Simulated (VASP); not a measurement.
**InBS3: single point with PBE**

Crystal: InBS3.

```
CELL_PARAMETERS angstrom
3.79197 0.00000 0.00000
0.00000 3.79197 0.00000
0.00000 0.00000 8.11825
ATOMIC_POSITIONS crystal
In 0.00000 0.00000 0.00000
B 0.50000 0.50000 0.50000
S 0.00000 0.00000 0.50000
S 0.00000 0.50000 0.00000
S 0.50000 0.00000 0.00000
```

* Program: VASP 6.6.1
* Task: single point
* Functional: PBE
* Potentials or basis: VASP PAW PBE potentials, release 64 (In_d, B, S)
* Cutoff: 520 eV
* k mesh: 4 × 4 × 2
* Occupations: gaussian, width 0.1 eV
* Spin: no spin polarisation

The pressure is 55.9 GPa and the band gap on the k mesh is zero (band 17 reaches 3.99 eV, above the bottom of band 18 at 2.54 eV).

Stress tensor (GPa, compression positive):
```
84.55  0.00  0.00
 0.00 84.55  0.00
 0.00  0.00 -1.47
```

Levels at points of the mesh, in eV from the Fermi level:
| k point | band 14 | band 15 | band 16 | band 17 | band 18 | band 19 | band 20 | band 21 |
| --- | --- | --- | --- | --- | --- | --- | --- | --- |
| (0.00, 0.00, 0.00) | -1.99 | -1.77 | -1.77 | -1.08 | -1.08 | 0.89 | 2.39 | 3.64 |
| (0.50, 0.00, 0.00) | -3.08 | -2.56 | -1.17 | -0.59 | 1.03 | 1.22 | 1.67 | 1.69 |
| (0.50, 0.50, 0.00) | -2.68 | -2.68 | -1.28 | 0.36 | 1.43 | 1.96 | 3.88 | 4.73 |
| (0.00, 0.00, 0.50) | -1.99 | -1.78 | -1.78 | -1.08 | -1.08 | 0.89 | 2.40 | 4.57 |
| (0.50, 0.00, 0.50) | -3.01 | -2.56 | -1.27 | -0.59 | 0.85 | 1.22 | 1.69 | 1.69 |
| (0.50, 0.50, 0.50) | -2.62 | -2.62 | -0.87 | -0.21 | 1.56 | 1.96 | 3.88 | 4.38 |

Wall time 28 s on 1 thread of Intel(R) Xeon(R) Platinum 8259CL CPU @ 2.50GHz (Skylake/Cascade Lake), on a shared host, peak memory 0.21 GiB.

Caveat: the k points lie up to 0.41 Å⁻¹ apart; spin-orbit coupling is left out, which moves the levels of the heavy elements.
